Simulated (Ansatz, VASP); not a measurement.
RbBr: VASP beside Ansatz

File POSCAR:

```
RbBr
1.0
    4.1279266257      0.0000000000      0.0000000000
    0.0000000000      4.1279266257      0.0000000000
    0.0000000000      0.0000000000      4.1006823100
Rb Br
1 1
Direct
    0.0000000000      0.0000000000      0.0000000000
    0.5000000000      0.5000000000      0.5000000000
```

The input INCAR.step1:

```
  PREC = Accurate
  ENCUT = 520
  ISMEAR = 0
  SIGMA = 0.01
  LREAL = F
  LASPH = T
  NELM = 60
  NBANDS = 15
  GGA = PE
  ALGO = Normal
  EDIFF = 1E-4
  LWAVE = T
  LCHARG = F
```

INCAR.step2

```
  PREC = Accurate
  ENCUT = 520
  EDIFF = 1E-6
  ISMEAR = 0
  SIGMA = 0.01
  LREAL = F
  LASPH = T
  NELM = 60
  ALGO = Normal
  ISIF = 2
  LWAVE = F
  LCHARG = T
  METAGGA = R2SCAN
  LMIXTAU = T
  LELF = T
  LVHAR = T
  NBANDS = 15
  ISTART = 1
```

The input KPOINTS:

```
regular mesh
0
Gamma
  6 6 6
```

Input for Ansatz:

```yaml
crystal:
  lattice:
    - [4.1279266257, 0.0, 0.0]
    - [0.0, 4.1279266257, 0.0]
    - [0.0, 0.0, 4.10068231]
  atoms:
    - { symbol: Rb, position: [0.0, 0.0, 0.0] }
    - { symbol: Br, position: [0.5, 0.5, 0.5] }
kpoints:
  mp_grid: { grid: [6, 6, 6] }
  band_path:
    path: [[0.0, 0.0, 0.0], [0.0, 0.5, 0.0], [0.5, 0.5, 0.0], [0.5, 0.5, 0.5]]
    npoints: 1
hamiltonian:
  xc: r2scan
scf:
  occupations: { method: fixed }
  n_extra_bands: 4
output:
  forces: true
  stress: true
  eigenvalues: true
```

Change from the starting cell: uniaxial_z strain -0.7%.

Alike in both runs: task single point; functional r2SCAN; k mesh 6 × 6 × 6; no spin polarisation.

|  | VASP | Ansatz |
| --- | --- | --- |
| version | VASP 6.6.1 | Ansatz 0.2.0 |
| potentials or method | VASP PAW PBE potentials, release 64 (Rb_sv, Br) | plane waves, PAW |
| plane-wave cutoff (eV) | 520 | 500 |
| occupations | gaussian, width 0.01 eV | fixed |
| valence electrons in the cell | 16 | 16 |

|  | VASP | Ansatz | Ansatz less VASP |
| --- | --- | --- | --- |
| gap on the k mesh at the Fermi level (eV) | 4.83 | 4.83 | -0.003 |
| pressure (GPa) | 0.1 | 0.1 | -0.03 |
| traceless stress, the component that is largest in VASP (GPa) | 0.14 | 0.14 | 0.000 |

VASP's potentials were made for PBE, not for r2SCAN.
